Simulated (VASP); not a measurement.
The system is Se.

```
CELL_PARAMETERS angstrom
4.04841 0.00000 0.00000
-2.02420 3.71755 0.00000
0.00000 0.00000 5.04085
ATOMIC_POSITIONS crystal
Se 0.24204 0.00000 0.33333
Se 0.99437 0.23079 0.66852
Se 0.76359 0.76921 0.99815
```

This cell differs from its parent crystal: uniaxial x strain -5.7%.

Base run:

```yaml
Program: VASP 6.6.1
Functional: r2SCAN
Potentials_or_basis: VASP PAW PBE potentials, release 64 (Se)
Cutoff: 520 eV
k_mesh: 12 × 12 × 6
Occupations: gaussian, width 0.01 eV
Spin: no spin polarisation
```

Its results: band gap on the k mesh 0.93 eV (least direct gap 0.99 eV); pressure 2.2 GPa; largest force 0.038 eV/Å.

The run is repeated on the same cell with these changes: functional from r2SCAN to PBE; occupations from gaussian, width 0.01 eV to fermi-dirac, width 0.02 eV. What comes out?

Band gap on the k mesh 0.71 eV (least direct gap 0.75 eV); pressure 3.7 GPa; largest force 0.358 eV/Å.

Caveats: the PAW data sets were made with another functional, which shifts forces and pressure a little (at least some runs); the cell stands under pressure (at least some runs).

A k mesh can miss the band edges.
